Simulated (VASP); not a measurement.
Write the native input for VASP 6.6.1 that does the following.

* Task: single point
* Functional: PBE
* Potentials or basis: VASP PAW PBE potentials, release 64 (Ta_pv, N)
* Cutoff: 520 eV
* k mesh: 15 × 15 × 15
* Occupations: fermi-dirac, width 0.08 eV
* Spin: no spin polarisation
* Dipole correction: no
* Further INCAR settings: ALGO = Normal; EDIFF = 1e-06; NBANDS = 15

The structure of TaN (rocksalt type) lies in POSCAR:

```
TaN
1.0
    0.0000000000      2.2090633465      2.2090633465
    2.2090633465      0.0000000000      2.2090633465
    2.2090633465      2.2090633465      0.0000000000
Ta N
1 1
Direct
    0.0000000000      0.0000000000      0.0000000000
    0.5000000000      0.5000000000      0.5000000000
```

The input as run:

INCAR

```
SYSTEM = TaN
PREC     = Accurate       ! precision mode
ENCUT    = 520            ! plane-wave cutoff, eV
EDIFF    = 1E-6           ! SCF threshold, eV
ISMEAR   = -1             ! smearing method
SIGMA    = 0.08           ! smearing width, eV
LREAL    = .False.        ! projectors in reciprocal space
LASPH    = .True.         ! aspherical terms in the spheres
NELM     = 80             ! most SCF steps
ALGO     = Normal         ! electronic algorithm
ISIF     = 2              ! what is computed and relaxed
LWAVE    = .False.        ! write WAVECAR
LCHARG   = .True.         ! write CHGCAR
GGA      = PE             ! functional
LELF     = .True.         ! ELF
LVHAR    = .True.       
NBANDS   = 15             ! bands
```

KPOINTS

```
regular mesh
0
Gamma
  15 15 15
  0 0 0
```

Potentials or basis: VASP PAW PBE potentials, release 64 (Ta_pv, N).

Command:

```bash
$ cat potpaw_PBE.64/Ta_pv/POTCAR potpaw_PBE.64/N/POTCAR > POTCAR
$ mpirun -np 1 vasp_std > vasp.out
```

Results of the run:

* Pressure: 0.5 GPa
* Band gap on the k mesh: zero (band 8 reaches 11.16 eV, above the bottom of band 9 at 7.32 eV)

Caveat: spin-orbit coupling is left out, which moves the levels of the heavy elements.

Run time: 28 s on 1 thread of Intel Xeon 6975P-C, on a shared host, peak memory 0.17 GiB.
